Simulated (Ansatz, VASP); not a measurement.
## EuMn: VASP beside Ansatz

File INCAR:

```
SYSTEM = EuMn
PREC = Accurate
ENCUT = 520
EDIFF = 1E-6
ISMEAR = 0
SIGMA = 0.05
LREAL = .FALSE.
LASPH = .TRUE.
NELM = 150
ALGO = Normal
ISIF = 2
LWAVE = .FALSE.
LCHARG = .TRUE.
ISPIN = 2
MAGMOM = 7.4 -3.89
LORBIT = 11
LMAXMIX = 6
GGA = PS
LELF = .TRUE.
LVHAR = .TRUE.
NBANDS = 26
```

KPOINTS

```
regular mesh
0
G
  8 8 8
  0 0 0
```

File POSCAR:

```
EuMn
1.0
    3.5419504273      0.0000000000      0.0000000000
    0.0000000000      3.5419504273      0.0000000000
    0.0000000000      0.0000000000      3.5419504273
Eu Mn
1 1
Direct
    0.0000000000      0.0000000000      0.0000000000
    0.5000000000      0.5000000000      0.5000000000
```

Input for Ansatz:

```yaml
crystal:
  lattice:
    - [3.5419504273, 0.0, 0.0]
    - [0.0, 3.5419504273, 0.0]
    - [0.0, 0.0, 3.5419504273]
  atoms:
    - { symbol: Eu, position: [0.0, 0.0, 0.0], spin: 7.4 }
    - { symbol: Mn, position: [0.5, 0.5, 0.5], spin: -3.89 }
basis:
  ecutwfc: 420
  ecutrho_ratio: 4
kpoints:
  mp_grid: { grid: [8, 8, 8] }
hamiltonian:
  xc: pbesol
scf:
  occupations: { method: gaussian, width: 0.05 }
output:
  forces: true
  stress: true
  eigenvalues: true
  populations: true
magnetization:
  spin_polarized: true
```

Alike in both runs: task single point; functional PBEsol; k mesh 8 × 8 × 8; occupations gaussian, width 0.05 eV; collinear spin.

|  | VASP | Ansatz |
| --- | --- | --- |
| version | VASP 6.6.1 | Ansatz 0.2.0 |
| potentials or method | VASP PAW PBE potentials, release 64 (Eu, Mn_pv), cutoff 520 eV | scalar-relativistic, plane waves, PAW |
| valence electrons in the cell | 30 | 32 |

|  | VASP | Ansatz | Ansatz less VASP |
| --- | --- | --- | --- |
| gap on the k mesh at the Fermi level (eV) | none | none | - |
| pressure (GPa) | -0.9 | -0.8 | +0.03 |
| net moment per atom (μB) | 1.78 | 1.78 | 0.000 |
| size of the moment on the site where the two differ most (μB) | 6.59 | 6.75 | +0.158 |

VASP's potentials were made for PBE, not for PBEsol. Site moments also hang on the region over which each program counts them. A gap of «none» marks a metal or a gap that the smearing closes. VASP's potentials hold 30 valence electrons a cell and Ansatz's 32, so a difference there can come from the potentials and not from the codes. Ansatz's warnings: given moment on shells.

Neither program's run includes spin-orbit coupling.
